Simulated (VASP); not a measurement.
A run of VASP 6.6.1:

INCAR

```
ALGO = Normal ; EDIFF = 1E-6
ENCUT = 520 ; GGA = CA
ISIF = 2 ; ISMEAR = -1
LASPH = T ; LCHARG = F
LREAL = F ; LWAVE = F
NBANDS = 24 ; NELM = 60
PREC = Accurate ; SIGMA = 0.02
```

Contents of KPOINTS:

```
k-points
0
Gamma
  6 6 4
```

The input POSCAR:

```
NaTlS2
1.0
    4.0310238648      0.0000000000      0.0000000000
    0.0000000000      4.0310238648      0.0000000000
    0.0000000000      0.0000000000      6.5301191943
Na S Tl
1 2 1
Direct
    0.0000000000      0.0000000000      0.0000000000
    0.0000000000      0.5000000000      0.2687390578
    0.5000000000      0.0000000000      0.7312609422
    0.5000000000      0.5000000000      0.5000000000
```

Potentials or basis: VASP PAW LDA potentials, release 64 (Na_pv, S, Tl_d).

Run with:

```bash
$ cat potpaw_LDA.64/Na_pv/POTCAR potpaw_LDA.64/S/POTCAR potpaw_LDA.64/Tl_d/POTCAR > POTCAR
$ mpirun -np 1 vasp_std > vasp.out
```

Hardware: 1 thread of Intel(R) Xeon(R) Platinum 8259CL CPU @ 2.50GHz (Skylake/Cascade Lake), with other jobs on the host.

Question: Estimate the wall time of this run.

Answer: Run time: 54 s on 1 thread of Intel(R) Xeon(R) Platinum 8259CL CPU @ 2.50GHz (Skylake/Cascade Lake), with other jobs on the host, peak memory 0.21 GiB. Counts: scf iterations 13, k points 30.
